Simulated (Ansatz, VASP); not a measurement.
# One calculation of Ba, two programs

```xyz
1
Lattice="-2.5125 2.5125 2.5125 2.5125 -2.5125 2.5125 2.5125 2.5125 -2.5125" Properties=species:S:1:pos:R:3 pbc="T T T"
Ba    0.0000    0.0000    0.0000
```

Alike in both runs: task single point; functional PBE; k mesh 9 × 9 × 9; occupations gaussian, width 0.6 eV; no spin polarisation.

```csv
,VASP,Ansatz
version,VASP 6.6.1,Ansatz 0.2.0
potentials or method,"VASP PAW PBE potentials, release 64 (Ba_sv), cutoff 520 eV","plane waves (420 eV) with PAW, scalar-relativistic"
valence electrons in the cell,10,10
```

```csv
,VASP,Ansatz,Ansatz less VASP
pressure (GPa),0.2,0.2,-0.05
```

Spin-orbit coupling is off throughout.
